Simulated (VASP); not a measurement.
# AlSiN (P4/nmm) in VASP: further runs

AlSiN is run at these levels: PBE; tasks: single point, relaxation of cell and atoms.

All numbers are computed with VASP 6.6.1; they aren't measurements. Logs are shortened: lines on timing, memory, paths and dates and some standing lists are left out, and cuts for length are marked.

### Step 1. The cell of the first run

Symmetry: P4/nmm, No. 129, tetragonal system. The conventional cell has a = 3.241 Å, b = 3.241 Å, c = 7.413 Å, α = 90.00°, β = 90.00°, γ = 90.00°. Within 2.5 Å of Al (site symmetry 4mm) lie 4 N at 1.87 Å. Within 3.6 Å of Si (site symmetry 4mm) lie 5 Al at 2.74 to 3.35 Å and 4 N at 2.91 Å and 8 Si at 3.24 to 3.44 Å. Within 2.5 Å of N (site symmetry -4m2) lie 4 Al at 1.87 Å and 4 N at 2.29 Å.

### Step 2. Single point, PBE

INCAR reads:

```
SYSTEM = AlSiN
  ALGO = Normal
  EDIFF = 1E-6
  ENCUT = 600
  GGA = PE
  GGA_COMPAT = .False.
  ISIF = 2
  ISMEAR = 0
  LASPH = .True.
  LCHARG = .False.
  LREAL = .False.
  LWAVE = .False.
  NBANDS = 21
  NELM = 120
  PREC = Accurate
  SIGMA = 0.1
```

KPOINTS reads:

```
k-points
0
Gamma
  6 6 4
  0 0 0
```

POSCAR reads:

```
AlSiN
1.0
    3.2411889400      0.0000000000      0.0000000000
    0.0000000000      3.2411889400      0.0000000000
    0.0000000000      0.0000000000      7.4126625400
Al Si N
2 2 2
Direct
    0.0000000000      0.5000000000      0.8751037100
    0.5000000000      0.0000000000      0.1248962900
    0.5000000000      0.0000000000      0.6731803400
    0.0000000000      0.5000000000      0.3268196600
    0.0000000000      0.0000000000      0.0000000000
    0.5000000000      0.5000000000      0.0000000000
```

Potentials or basis: VASP PAW PBE potentials, release 64 (Al, Si, N).

Command:

```
$ cat potpaw_PBE.64/Al/POTCAR potpaw_PBE.64/Si/POTCAR potpaw_PBE.64/N/POTCAR > POTCAR
$ mpirun -np 1 vasp_std > vasp.out
```

OUTCAR:

```text
SYSTEM = AlSiN
   EDIFF = 1E-6
   ENCUT = 600
   GGA = PE
   ISIF = 2
   ISMEAR = 0
   LASPH = .True.
   LREAL = .False.
   NELM = 120
   PREC = Accurate

 ion  position               nearest neighbor table
   1  0.000  0.500  0.875-   5 1.87   6 1.87   5 1.87   6 1.87   3 2.74   3 2.74   3 2.74   3 2.74
                             2 2.95   2 2.95   2 2.95   2 2.95
   2  0.500  0.000  0.125-   5 1.87   6 1.87   6 1.87   5 1.87   4 2.74   4 2.74   4 2.74   4 2.74
                             1 2.95   1 2.95   1 2.95   1 2.95
   3  0.500  0.000  0.673-   1 2.74   1 2.74   1 2.74   1 2.74
   4  0.000  0.500  0.327-   2 2.74   2 2.74   2 2.74   2 2.74
   5  0.000  0.000  0.000-   1 1.87   2 1.87   1 1.87   2 1.87
   6  0.500  0.500  0.000-   1 1.87   2 1.87   2 1.87   1 1.87

  LATTYP: Found a simple tetragonal cell.
 ALAT       =     3.2411889400
 C/A-ratio  =     2.2870195713

  Lattice vectors:

 A1 = (   3.2411889400,   0.0000000000,   0.0000000000)
 A2 = (   0.0000000000,   3.2411889400,   0.0000000000)
 A3 = (   0.0000000000,   0.0000000000,   7.4126625400)

Analysis of symmetry for initial positions (statically):
=====================================================================
 Subroutine PRICEL returns:
 Original cell was already a primitive cell.

 Routine SETGRP: Setting up the symmetry group for a
 simple tetragonal supercell.

 Subroutine GETGRP returns: Found 16 space group operations
 (whereof  8 operations were pure point group operations)
 out of a pool of 16 trial point group operations.

The static configuration has the point symmetry D_2d.
 The point group associated with its full space group is D_4h.

Analysis of symmetry for dynamics (positions and initial velocities):
=====================================================================
 Subroutine PRICEL returns:
 Original cell was already a primitive cell.

 Routine SETGRP: Setting up the symmetry group for a
 simple tetragonal supercell.

 Subroutine GETGRP returns: Found 16 space group operations
 (whereof  8 operations were pure point group operations)
 out of a pool of 16 trial point group operations.

The dynamic configuration has the point symmetry D_2d.
 The point group associated with its full space group is D_4h.

 Subroutine INISYM returns: Found 16 space group operations
 (whereof  8 operations are pure point group operations),
 and found     1 'primitive' translations

----------------------------------------------------------------------------------------

                                     Primitive cell

  volume of cell :      77.8723

  direct lattice vectors                    reciprocal lattice vectors
     3.241188940  0.000000000  0.000000000     0.308528759  0.000000000  0.000000000
     0.000000000  3.241188940  0.000000000     0.000000000  0.308528759  0.000000000
     0.000000000  0.000000000  7.412662540     0.000000000  0.000000000  0.134904293

  length of vectors
     3.241188940  3.241188940  7.412662540     0.308528759  0.308528759  0.134904293

  position of ions in fractional coordinates (direct lattice)
     0.000000000  0.500000000  0.875103710
     0.500000000  0.000000000  0.124896290
     0.500000000  0.000000000  0.673180340
     0.000000000  0.500000000  0.326819660
     0.000000000  0.000000000  0.000000000
     0.500000000  0.500000000  0.000000000

  ion indices of the primitive-cell ions
   primitive index   ion index
                 1           1
                 2           2
                 3           3
                 4           4
                 5           5
                 6           6

----------------------------------------------------------------------------------------

 KPOINTS: k-points

Automatic generation of k-mesh.
 Grid dimensions read from file:
 generate k-points for:    6    6    4

 Generating k-lattice:

  Cartesian coordinates                     Fractional coordinates (reciprocal lattice)
     0.051421460  0.000000000  0.000000000     0.166666667  0.000000000  0.000000000
     0.000000000  0.051421460  0.000000000     0.000000000  0.166666667  0.000000000
     0.000000000  0.000000000  0.033726073     0.000000000  0.000000000  0.250000000

  Length of vectors
     0.051421460  0.051421460  0.033726073

  Shift w.r.t. Gamma in fractional coordinates (k-lattice)
     0.000000000  0.000000000  0.000000000

 Subroutine IBZKPT returns following result:
 ===========================================

 Found     30 irreducible k-points:

 Following reciprocal coordinates:
            Coordinates               Weight
  0.000000  0.000000  0.000000      1.000000
  0.166667  0.000000  0.000000      4.000000
  0.333333  0.000000  0.000000      4.000000
  0.500000  0.000000  0.000000      2.000000
  0.166667  0.166667  0.000000      4.000000
  0.333333  0.166667  0.000000      8.000000
[... 16 lines left out ...]
  0.333333  0.000000  0.500000      4.000000
  0.500000  0.000000  0.500000      2.000000
 [... further k-points ...]
   k-points           NKPTS =     30   k-points in BZ     NKDIM =     30   number of bands    NBANDS=     21
   number of dos      NEDOS =    301   number of ions     NIONS =      6
   total plane-waves  NPLWV =  47040
   dimension x,y,z NGX =    28 NGY =   28 NGZ =   60
   dimension x,y,z NGXF=    56 NGYF=   56 NGZF=  120
   ions per type =               2   2   2
   NGX,Y,Z   is equivalent  to a cutoff of  14.36, 14.36, 13.46 a.u.
   NGXF,Y,Z  is equivalent  to a cutoff of  28.72, 28.72, 26.91 a.u.
 SYSTEM =  AlSiN
   PREC   = accura    normal or accurate (medium, high low for compatibility)
   ISTART =      0    job   : 0-new  1-cont  2-samecut
   ICHARG =      2    charge: 1-file 2-atom 10-const
   ISPIN  =      1    spin polarized calculation?
   LNONCOLLINEAR =      F non collinear calculations
   LSORBIT =      F    spin-orbit coupling
   LASPH  =      T    aspherical Exc in radial PAW
   ENCUT  =  600.0 eV  44.10 Ry    6.64 a.u.   6.47  6.47 14.80*2*pi/ulx,y,z
   NELM   =    120;   NELMIN=  2; NELMDL= -5     # of ELM steps
   EDIFF  = 0.1E-05   stopping-criterion for ELM
   LREAL  =      F    real-space projection
   EDIFFG = 0.1E-04   stopping-criterion for IOM
   NSW    =      0    number of steps for IOM
   IBRION =     -1    ionic relax: 0-MD 1-quasi-New 2-CG
[... 30 lines left out ...]
 maximum number of plane-waves:      2653
 NGX is ok and might be reduce to    28
   NGX = 13   NGY = 13   NGZ = 29

 number of electron      24.0000001 magnetization

 Free energy of the ion-electron system (eV)
  ---------------------------------------------------
  ext. energy  EPLUGINS =         0.00000000
  ---------------------------------------------------
  free energy    TOTEN  =       -30.67620277 eV

  energy without entropy =      -30.66097353  energy(sigma->0) =      -30.66858815

 E-fermi :   7.7167     XC(G=0): -10.6720

 val. band max:        7.7100743089   @ k =   0.3333   0.1667   0.0000
 cond. band min:       7.7239662020   @ k =   0.0000   0.0000   0.5000
 fundamental gap:      0.0138918931
 Fermi energy:         7.7166923504

 k-point     1 :       0.0000    0.0000    0.0000
  band No.  band energies     occupation
      1     -10.8768      2.00000
      2      -4.5221      2.00000
      3      -2.9205      2.00000
      4      -2.2346      2.00000
      5       1.2005      2.00000
      6       1.2005      2.00000
[... 13 lines left out ...]
     20      15.1419      0.00000
     21      15.7905      0.00000

 k-point     2 :       0.1667    0.0000    0.0000
  band No.  band energies     occupation
      1     -10.5852      2.00000
      2      -5.2269      2.00000
      3      -2.5680      2.00000
      4      -1.8849      2.00000
      5       1.4938      2.00000
      6       1.5897      2.00000
[... 13 lines left out ...]
     20      15.1623      0.00000
     21      16.6665      0.00000

 k-point     3 :       0.3333    0.0000    0.0000
  band No.  band energies     occupation
      1      -9.7341      2.00000
      2      -6.7712      2.00000
      3      -1.5429      2.00000
      4      -0.8844      2.00000
      5       2.3564      2.00000
      6       2.3897      2.00000
[... 13 lines left out ...]
     20      15.9337      0.00000
     21      16.4416      0.00000

 k-point     4 :       0.5000    0.0000    0.0000
  band No.  band energies     occupation
      1      -8.4032      2.00000
      2      -8.4032      2.00000
      3      -0.1716      2.00000
      4      -0.1716      2.00000
      5       1.4477      2.00000
      6       1.4477      2.00000
[... 13 lines left out ...]
     20      14.9473      0.00000
     21      15.4931      0.00000

 k-point     5 :       0.1667    0.1667    0.0000
  band No.  band energies     occupation
      1     -10.3006      2.00000
      2      -5.6172      2.00000
      3      -2.2206      2.00000
      4      -1.5382      2.00000
      5       0.3578      2.00000
      6       3.2004      2.00000
[... 13 lines left out ...]
     20      15.4308      0.00000
     21      16.7804      0.00000

 k-point     6 :       0.3333    0.1667    0.0000
  band No.  band energies     occupation
      1      -9.4753      2.00000
      2      -6.7603      2.00000
      3      -1.2161      2.00000
      4      -0.5558      2.00000
      5       0.3021      2.00000
      6       2.7769      2.00000
[... 13 lines left out ...]
     20      15.7431      0.00000
     21      16.4638      0.00000

 k-point     7 :       0.5000    0.1667    0.0000
  band No.  band energies     occupation
      1      -8.2122      2.00000
      2      -8.2122      2.00000
      3       0.0939      2.00000
      4       0.0939      2.00000
      5       1.2521      2.00000
      6       1.2521      2.00000
[... 13 lines left out ...]
     20      14.9136      0.00000
     21      17.7255      0.00000
[... 291 lines left out ...]
      1      -7.4875      2.00000
      2      -7.4875      2.00000
      3      -1.4915      2.00000
      4      -1.4915      2.00000
      5       2.1696      2.00000
      6       2.1696      2.00000
[... 13 lines left out ...]
     20      13.1655      0.00000
     21      16.5063      0.00000

 k-point    21 :       0.0000    0.0000    0.5000
  band No.  band energies     occupation
      1     -10.8744      2.00000
      2      -4.5220      2.00000
      3      -3.4789      2.00000
      4      -0.8304      2.00000
      5       0.9822      2.00000
      6       1.2015      2.00000
[... 13 lines left out ...]
     20      14.1446      0.00000
     21      15.6669      0.00000

 k-point    22 :       0.1667    0.0000    0.5000
  band No.  band energies     occupation
      1     -10.5831      2.00000
      2      -5.2267      2.00000
      3      -3.1175      2.00000
      4      -0.5092      2.00000
      5       1.2962      2.00000
      6       1.4946      2.00000
[... 13 lines left out ...]
     20      15.6403      0.00000
     21      15.9644      0.00000

 k-point    23 :       0.3333    0.0000    0.5000
  band No.  band energies     occupation
      1      -9.7323      2.00000
      2      -6.7707      2.00000
      3      -2.0550      2.00000
      4       0.2864      2.00000
      5       2.1614      2.00000
      6       2.3570      2.00000
[... 13 lines left out ...]
     20      15.8404      0.00000
     21      16.0050      0.00000

 k-point    24 :       0.5000    0.0000    0.5000
  band No.  band energies     occupation
      1      -8.4020      2.00000
      2      -8.4020      2.00000
      3      -0.4275      2.00000
      4      -0.4275      2.00000
      5       2.3951      2.00000
      6       2.3951      2.00000
[... 13 lines left out ...]
     20      15.3100      0.00000
     21      15.4811      0.00000

 [... further k-points ...]

------------------------ aborting loop because EDIFF is reached ----------------------------------------

  FORCE on cell =-STRESS in cart. coord.  units (eV):
  Direction    XX          YY          ZZ          XY          YZ          ZX
  --------------------------------------------------------------------------------------
  -------------------------------------------------------------------------------------
  Total       11.9994572     11.9994572      6.2489350      0.0000000     -0.0000000      0.0000000
  in kB      246.8819029    246.8819029    128.5682299      0.0000000     -0.0000000      0.0000000
  external PRESSURE =     207.4440119 kB  Pullay stress =       0.0000000 kB

 VOLUME and BASIS-vectors are now :
 -----------------------------------------------------------------------------
  energy-cutoff  :      600.00
  volume of cell :       77.87
      direct lattice vectors                 reciprocal lattice vectors
     3.241188940  0.000000000  0.000000000     0.308528759  0.000000000  0.000000000
     0.000000000  3.241188940  0.000000000     0.000000000  0.308528759  0.000000000
     0.000000000  0.000000000  7.412662540     0.000000000  0.000000000  0.134904293

 POSITION                                       TOTAL-FORCE (eV/Angst)
 -----------------------------------------------------------------------------------
      0.00000      1.62059      6.48685         0.000000     -0.000000     -1.025588
      1.62059      0.00000      0.92581         0.000000      0.000000      1.025588
      1.62059      0.00000      4.99006         0.000000      0.000000     -2.345270
      0.00000      1.62059      2.42260        -0.000000     -0.000000      2.345270
      0.00000      0.00000      0.00000        -0.000000      0.000000     -0.000000
      1.62059      1.62059      0.00000         0.000000     -0.000000     -0.000000
 -----------------------------------------------------------------------------------
    total drift:                                0.000000      0.000000     -0.000000

  FREE ENERGIE OF THE ION-ELECTRON SYSTEM (eV)
  ---------------------------------------------------
  free  energy   TOTEN  =       -30.6762027661 eV

  energy  without entropy=      -30.6609735312  energy(sigma->0) =      -30.66858815
```

Run time: 27 s. Hardware: 1 thread of Intel Xeon 6975P-C (Granite Rapids), shared host; peak memory 0.23 GiB.

What came out:

- Free energy: -30.6762 eV
- Pressure: 20.7 GPa
- Largest force: 2.345 eV/Å
- Band gap on the k mesh: zero (band 12 reaches 9.89 eV, above the bottom of band 13 at 7.00 eV)

Forces in eV/Å, atoms in the order of the input:
```
Al   0.000  0.000 -1.026
Al   0.000  0.000  1.026
Si   0.000  0.000 -2.345
Si   0.000  0.000  2.345
N    0.000  0.000  0.000
N    0.000  0.000  0.000
```

Levels at points of the mesh, in eV from the Fermi level:
| k point | band 9 | band 10 | band 11 | band 12 | band 13 | band 14 | band 15 | band 16 |
| --- | --- | --- | --- | --- | --- | --- | --- | --- |
| (0.00, 0.00, 0.00) | -2.46 | 0.13 | 0.13 | 2.17 | 2.17 | 2.33 | 2.33 | 3.23 |
| (0.50, 0.00, 0.00) | -3.64 | -3.64 | -1.99 | -1.99 | 0.33 | 0.33 | 4.02 | 4.02 |
| (0.50, 0.50, 0.00) | -2.96 | -2.96 | -1.13 | -1.13 | 0.12 | 0.12 | 1.24 | 1.24 |
| (0.00, 0.00, 0.50) | 0.01 | 0.13 | 0.13 | 1.53 | 1.64 | 1.64 | 3.11 | 3.11 |
| (0.50, 0.00, 0.50) | -3.88 | -3.88 | -3.28 | -3.28 | 1.64 | 1.64 | 3.96 | 3.96 |
| (0.50, 0.50, 0.50) | -1.84 | -1.84 | -1.43 | -1.43 | -0.22 | -0.22 | 1.02 | 1.02 |

Caveat: forces of over 1 eV/Å act on the atoms, so gaps and moduli don't describe the material at rest.

### Step 3. Relaxation of cell and atoms, PBE

INCAR reads:

```
SYSTEM = AlSiN
ALGO = Normal
EDIFF = 1E-7
EDIFFG = -0.04
ENCUT = 600
GGA = PE
GGA_COMPAT = .FALSE.
IBRION = 2
ISIF = 3
ISMEAR = 0
LASPH = .TRUE.
LCHARG = .FALSE.
LREAL = .FALSE.
LWAVE = .FALSE.
NELM = 120
NELMIN = 4
NSW = 90
PREC = Accurate
SIGMA = 0.1
```

KPOINTS reads:

```
k-points
0
G
  6 6 4
  0 0 0
```

POSCAR is that of step 2.

Potentials or basis: VASP PAW PBE potentials, release 64 (Al, Si, N).

Command:

```
$ cat potpaw_PBE.64/Al/POTCAR potpaw_PBE.64/Si/POTCAR potpaw_PBE.64/N/POTCAR > POTCAR
$ mpirun -np 1 vasp_std > vasp.out
```

Run time: 7.6 min. Hardware: 1 thread of Intel Xeon 6975P-C (Granite Rapids), shared host; peak memory 0.23 GiB.

Results (log left out):

```
Free energy                            : -35.4352 eV
Relaxed volume                         : 17.16 Å³/atom
Relaxed cell                           : a = 3.732 Å, b = 3.732 Å, c = 7.392 Å, α = 90.00°, β = 90.00°, γ = 90.00°
Space group after relaxing (to 0.05 Å) : P4/mmm (No. 123)
Energy gained by relaxing              : 793.2 meV/atom
Ionic steps                            : 28
Pressure after relaxing                : 0.0 GPa
Largest force after relaxing           : 0.016 eV/Å
Band gap on the k mesh                 : zero (band 12 reaches 4.66 eV, above the bottom of band 13 at 3.79 eV)
```

Forces in eV/Å, atoms in the order of the input:
```
Al   0.000  0.000  0.001
Al   0.000  0.000 -0.001
Si   0.000  0.000  0.016
Si   0.000  0.000 -0.016
N    0.000  0.000  0.000
N    0.000  0.000  0.000
```

Stress tensor (GPa, compression positive):
```
 0.06  0.00  0.00
 0.00  0.06  0.00
 0.00  0.00 -0.07
```

Step by step:
| step | energy change (eV) | largest force (eV/Å) | pressure (GPa) | volume (Å³) |
| --- | --- | --- | --- | --- |
| 1 | 0.0000 | 2.3452 | 20.75 | 77.87 |
| 2 | -0.6637 | 1.9887 | -10.40 | 98.33 |
| 3 | -0.9341 | 1.3561 | -2.36 | 90.18 |
| 4 | -1.3255 | 1.4251 | -2.80 | 90.20 |
| 5 | -2.5758 | 1.6384 | -3.38 | 89.84 |
| 6 | -4.1199 | 0.7481 | -7.12 | 87.23 |
| 7 | -4.3574 | 0.3759 | 6.94 | 79.31 |
| 8 | -4.3853 | 0.4612 | 2.94 | 81.15 |
| 9 | -4.4587 | 0.3791 | 2.64 | 82.17 |
| 10 | -4.6131 | 0.1783 | 1.67 | 85.27 |
| 11 | -4.6075 | 0.3444 | -1.03 | 91.59 |
| 12 | -4.6658 | 0.0560 | 0.63 | 88.18 |
| 13 | -4.6663 | 0.0668 | 0.47 | 88.54 |
| 14 | -4.6828 | 0.0530 | 0.52 | 89.65 |
| 15 | -4.7157 | 0.0341 | 0.84 | 92.95 |
| 16 | -4.6884 | 0.2054 | 1.64 | 99.31 |
| 17 | -4.7209 | 0.0949 | 1.01 | 94.67 |
| 18 | -4.7179 | 0.1824 | -1.64 | 97.74 |
| 19 | -4.7244 | 0.1316 | -0.14 | 95.95 |
| 20 | -4.7285 | 0.1336 | -0.19 | 96.75 |
| 21 | -4.7381 | 0.1344 | -0.28 | 99.16 |
| 22 | -4.7433 | 0.1223 | -0.31 | 103.98 |
| 23 | -4.7440 | 0.0629 | 1.30 | 102.93 |
| 24 | -4.7459 | 0.0882 | 0.54 | 103.42 |
| 25 | -4.7482 | 0.0794 | 0.45 | 103.43 |
| 26 | -4.7534 | 0.0562 | 0.16 | 103.48 |
| 27 | -4.7576 | 0.0189 | -0.52 | 103.56 |
| 28 | -4.7590 | 0.0164 | 0.01 | 102.96 |

Final structure:
```
CELL_PARAMETERS angstrom
3.73222 0.00000 0.00000
0.00000 3.73222 0.00000
0.00000 0.00000 7.39150
ATOMIC_POSITIONS crystal
Al 0.00000 0.50000 0.99917
Al 0.50000 0.00000 0.00083
Si 0.50000 0.00000 0.49862
Si 0.00000 0.50000 0.50138
N 0.00000 0.00000 0.00000
N 0.50000 0.50000 0.00000
```

Levels at points of the mesh, in eV from the Fermi level:
```tsv
k point	band 10	band 11	band 12	band 13	band 14	band 15
(0.00, 0.00, 0.00)	-1.01	-0.77	-0.77	0.05	2.02	3.61
(0.50, 0.00, 0.00)	-2.74	0.39	0.39	1.37	1.37	3.23
(0.50, 0.50, 0.00)	-1.82	-0.38	-0.38	0.39	0.39	4.88
(0.00, 0.00, 0.50)	-1.03	-0.76	-0.76	0.04	3.06	3.67
(0.50, 0.00, 0.50)	-2.31	-0.30	-0.30	1.36	1.36	3.21
(0.50, 0.50, 0.50)	-1.66	-0.38	-0.38	0.91	0.91	3.33
```

Caveat: the volume moved by over 15 % at a fixed basis, so the end points are rough.
